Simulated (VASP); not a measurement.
The system is PbO2.

```
Pb O
1.0
     4.98275    0.00000    0.00000
     0.00000    4.98275    0.00000
     0.00000    0.00000    3.40804
Pb O
2 4
Direct
  0.00000 0.00000 0.00000
  0.50000 0.50000 0.50000
  0.30722 0.30722 0.00000
  0.19278 0.80722 0.50000
  0.69278 0.69278 0.00000
  0.80722 0.19278 0.50000
```

Base run:

```yaml
Program: VASP 6.6.1
Functional: r2SCAN
Potentials_or_basis: VASP PAW PBE potentials, release 64 (Pb_d, O)
Cutoff: 520 eV
k_mesh: 6 × 6 × 8
Occupations: fermi-dirac, width 0.02 eV
Spin: no spin polarisation
```

Its results: band gap on the k mesh 0.10 eV (least direct gap 0.34 eV); pressure 0.8 GPa; largest force 0.007 eV/Å.

Task: The run is repeated on the same cell with these changes: functional from r2SCAN to PBE. What comes out?

Result: Band gap on the k mesh 0.10 eV (least direct gap 0.13 eV); pressure 6.6 GPa; largest force 0.031 eV/Å.

Caveats: spin-orbit coupling is left out, which moves the levels of the heavy elements; the PAW data sets were made with another functional, which shifts forces and pressure a little (at least some runs); the cell stands under pressure (at least some runs).

A k mesh can miss the band edges.
